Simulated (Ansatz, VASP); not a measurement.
**Two plane-wave programs on SnSe2**

```
CELL_PARAMETERS angstrom
3.74307 0.00000 0.00000
-1.87154 3.24160 0.00000
0.00000 0.00000 6.01163
ATOMIC_POSITIONS crystal
Sn 0.00000 0.00000 0.00000
Se 0.33333 0.66667 0.26515
Se 0.66667 0.33333 0.73485
```

Change from the starting cell: strain -0.025 along x and y, +0.000 along z, atoms carried along.

Alike in both runs: task single point; functional PBE; dispersion D3(BJ); k mesh 12 × 12 × 6; occupations gaussian, width 0.03 eV; no spin polarisation.

|  | VASP | Ansatz |
| --- | --- | --- |
| version | VASP 6.6.1 | Ansatz 0.2.0 |
| potentials or method | VASP PAW PBE potentials, release 64 (Sn_d, Se), cutoff 520 eV | scalar-relativistic, plane waves, PAW |
| valence electrons in the cell | 26 | 46 |

|  | VASP | Ansatz | Ansatz less VASP |
| --- | --- | --- | --- |
| gap on the k mesh at the Fermi level (eV) | 0.46 | 0.47 | +0.005 |
| least direct gap on the mesh (eV) | 1.22 | 1.22 | +0.003 |
| pressure (GPa) | 3.9 | 3.8 | -0.09 |
| traceless stress, the component that is largest in VASP (GPa) | -1.12 | -1.14 | -0.018 |
| rms of the force components (eV/Å) | 0.141 | 0.133 | -0.0080 |

Atom by atom the forces differ by 0.008 eV/Å (rms over components). VASP's potentials hold 26 valence electrons a cell and Ansatz's 46, so a difference there can come from the potentials and not from the codes.
